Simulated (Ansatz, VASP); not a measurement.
## HC: VASP beside Ansatz

```xyz
4
Lattice="14.0969 0.0000 0.0000 0.0000 14.5000 0.0000 0.0000 0.0000 15.0000" Properties=species:S:1:pos:R:3 pbc="T T T"
C     6.4788    7.3246    7.3070
C     7.6134    7.1731    7.6876
H     5.4720    7.4591    6.9692
H     8.6201    7.0386    8.0253
```

Alike in both runs: functional PBE; dispersion D3(BJ); k mesh 1 × 1 × 1; occupations gaussian, width 0.005 eV; no spin polarisation.

Ansatz relaxed the structure, and its values are those at the end. VASP's run is a single point on that final structure, the one shown.

```csv
,VASP,Ansatz
version,VASP 6.6.1,Ansatz 0.2.0
potentials or method,"VASP PAW PBE potentials, release 64 (C_h, H_h), cutoff 1000 eV","scalar-relativistic, plane waves, PAW"
valence electrons in the cell,10,10
```

Ansatz gave:

- gap on the k mesh at the Fermi level (eV): 6.74
- rms of the force components (eV/Å): 0.001

Task: Which values does VASP return?

Result: gap on the k mesh at the Fermi level (eV): 6.74; rms of the force components (eV/Å): 0.006.
